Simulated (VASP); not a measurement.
Crystal: BeS.

```
S Be
1.0
     0.00000    2.45691    2.45691
     2.45691    0.00000    2.45691
     2.45691    2.45691    0.00000
S Be
1 1
Direct
  0.75000 0.75000 0.75000
  0.00000 0.00000 0.00000
```

Base run:

| Item | Value |
| --- | --- |
| Program | VASP 6.6.1 |
| Functional | PBE |
| Potentials or basis | VASP PAW PBE potentials, release 64 (S, Be) |
| Cutoff | 520 eV |
| k mesh | 9 × 9 × 9 |
| Occupations | fermi-dirac, width 0.05 eV |
| Spin | no spin polarisation |

Its results: band gap on the k mesh 3.29 eV, indirect (least direct gap 5.56 eV); pressure -2.0 GPa.

Question: The run is repeated on the same cell with these changes: functional from PBE to r2SCAN. What comes out?

Answer: Band gap on the k mesh 3.75 eV, indirect (least direct gap 6.28 eV); pressure -2.3 GPa.

r2SCAN gives the wider gap, since meta-GGAs in the generalised Kohn-Sham scheme recover part of the derivative discontinuity.

Caveats: the PAW data sets were made with another functional, which shifts forces and pressure a little (some runs).

A k mesh can miss the band edges.
